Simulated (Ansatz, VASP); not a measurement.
## One calculation of ZnSe, two programs

File INCAR:

```
SYSTEM = ZnSe
  PREC = Accurate
  ENCUT = 520
  EDIFF = 1E-7
  ISMEAR = 0
  SIGMA = 0.05
  LREAL = .FALSE.
  LASPH = .TRUE.
  NELM = 100
  ALGO = Normal
  ISIF = 2
  LWAVE = .FALSE.
  LCHARG = .FALSE.
  GGA = CA
  NBANDS = 26
```

The input KPOINTS:

```
Automatic mesh
0
G
  8 8 6
  0 0 0
```

The input POSCAR:

```
ZnSe
1.0
    4.0422000000      0.0000000000      0.0000000000
    0.0000000000      4.0422000000      0.0000000000
    0.0000000000      0.0000000000      5.8869000000
Zn Se
2 2
Direct
    0.0000000000      0.0000000000      0.0000000000
    0.5000000000      0.5000000000      0.0000000000
    0.0000000000      0.5000000000      0.2797006019
    0.5000000000      0.0000000000      0.7202993981
```

Input for Ansatz:

```yaml
crystal:
  lattice:
    - [4.0422, 0.0, 0.0]
    - [0.0, 4.0422, 0.0]
    - [0.0, 0.0, 5.8869]
  atoms:
    - { symbol: Zn, position: [0.0, 0.0, 0.0] }
    - { symbol: Zn, position: [0.5, 0.5, 0.0] }
    - { symbol: Se, position: [0.0, 0.5, 0.2797006019] }
    - { symbol: Se, position: [0.5, 0.0, 0.7202993981] }
basis:
  ecutwfc: 520.0
kpoints:
  mp_grid: { grid: [8, 8, 6] }
hamiltonian:
  xc: lda
  pseudopotentials: { kind: paw, azcp: { folder: soft_1 } }
scf:
  occupations: { method: gaussian, width: 0.05 }
output:
  forces: true
  stress: true
  eigenvalues: true
```

Alike in both runs: task single point; functional LDA; k mesh 8 × 8 × 6; occupations gaussian, width 0.05 eV; no spin polarisation.

|  | VASP | Ansatz |
| --- | --- | --- |
| version | VASP 6.6.1 | Ansatz 0.2.0 |
| potentials or method | VASP PAW LDA potentials, release 64 (Zn, Se), cutoff 520 eV | scalar-relativistic, plane waves, PAW |
| valence electrons in the cell | 36 | 56 |

VASP gave:

```
gap on the k mesh at the Fermi level (eV)                     : 1.20
least direct gap on the mesh (eV)                             : 1.20
pressure (GPa)                                                : -7.3
traceless stress, the component that is largest in VASP (GPa) : -2.60
rms of the force components (eV/Å)                            : 0.647
```

Q: Estimate Ansatz's values.

A: gap on the k mesh at the Fermi level (eV): 1.18; least direct gap on the mesh (eV): 1.18; pressure (GPa): -7.5; traceless stress, the component that is largest in VASP (GPa): -2.60; rms of the force components (eV/Å): 0.664.

Ansatz warns that its potentials were made for another functional, while VASP's fit it. LDA's correlation is that of Perdew and Zunger in VASP and of Perdew and Wang (1992) in Ansatz. Atom by atom the forces differ by 0.017 eV/Å (rms over components). VASP's potentials hold 36 valence electrons a cell and Ansatz's 56, so a difference there can come from the potentials and not from the codes.
